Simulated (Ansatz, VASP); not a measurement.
# Two plane-wave programs on Ag

```
Ag
1.0
     0.00000    2.20655    2.12482
     2.20655    0.00000    2.12482
     2.20655    2.20655    0.00000
Ag
1
Direct
  0.00000 0.00000 0.00000
```

Change from the starting cell: strain +0.080 along x and y, +0.040 along z, atoms carried along.

Alike in both runs: task single point; functional PBE; k mesh 20 × 20 × 20; occupations gaussian, width 0.15 eV; no spin polarisation.

|  | VASP | Ansatz |
| --- | --- | --- |
| version | VASP 6.6.1 | Ansatz 0.2.0 |
| potentials or method | VASP PAW PBE potentials, release 64 (Ag), cutoff 520 eV | scalar-relativistic, plane waves, PAW |
| valence electrons in the cell | 11 | 19 |

|  | VASP | Ansatz | Ansatz less VASP |
| --- | --- | --- | --- |
| gap on the k mesh at the Fermi level (eV) | none | none | - |
| pressure (GPa) | -8.8 | -8.8 | 0.00 |
| traceless stress, the component that is largest in VASP (GPa) | 0.44 | 0.45 | +0.004 |

A gap of «none» marks a metal or a gap that the smearing closes. VASP's potentials hold 11 valence electrons a cell and Ansatz's 19, so a difference there can come from the potentials and not from the codes.
